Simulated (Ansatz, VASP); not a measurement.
# PbSe: VASP beside Ansatz

Contents of INCAR:

```
SYSTEM = PbSe
ALGO = Normal
EDIFF = 1E-8
ENCUT = 520
GGA = PS
ISIF = 2
ISMEAR = -1
LASPH = .TRUE.
LCHARG = .FALSE.
LEFG = .TRUE.
LREAL = .FALSE.
LWAVE = .FALSE.
NBANDS = 17
NELM = 80
PREC = Accurate
SIGMA = 0.02
```

KPOINTS

```
k-points
0
G
  7 7 7
  0 0 0
```

File POSCAR:

```
PbSe
1.0
    0.0000000000      3.0207645214      3.0207645214
    3.0207645214      0.0000000000      3.0207645214
    3.0207645214      3.0207645214      0.0000000000
Pb Se
1 1
Direct
    0.0000000000      0.0000000000      0.0000000000
    0.5000000000      0.5000000000      0.5000000000
```

Input for Ansatz:

```yaml
crystal:
  lattice:
    - [0.0, 3.0207645214, 3.0207645214]
    - [3.0207645214, 0.0, 3.0207645214]
    - [3.0207645214, 3.0207645214, 0.0]
  atoms:
    - { symbol: Pb, position: [0.0, 0.0, 0.0] }
    - { symbol: Se, position: [0.5, 0.5, 0.5] }
kpoints:
  mp_grid: { grid: [7, 7, 7] }
scf:
  occupations: { method: fermi_dirac, width: 0.02 }
hamiltonian:
  xc: pbesol
  pseudopotentials: { kind: paw }
output:
  forces: true
  stress: true
  eigenvalues: true
  efg: { contact_densities: true }
```

Change from the starting cell: volume scaled by 0.96, PAW files.

Alike in both runs: task electric field gradients; functional PBEsol; k mesh 7 × 7 × 7; occupations fermi-dirac, width 0.02 eV; no spin polarisation.

|  | VASP | Ansatz |
| --- | --- | --- |
| version | VASP 6.6.1 | Ansatz 0.2.0 |
| potentials or method | VASP PAW PBE potentials, release 64 (Pb_d, Se) | PAW with Ansatz's default frozen-core files, scalar-relativistic |
| plane-wave cutoff (eV) | 520 | 420 |
| valence electrons in the cell | 20 | 30 |

```csv
,VASP,Ansatz,Ansatz less VASP
pressure (GPa),1.6,1.6,-0.01
```

VASP's potentials were made for PBE, not for PBEsol. With one functional, cell and mesh, what is left measures potentials, basis and numerics. VASP's potentials hold 20 valence electrons a cell and Ansatz's 30, so a difference there can come from the potentials and not from the codes.

Neither program's run includes spin-orbit coupling.
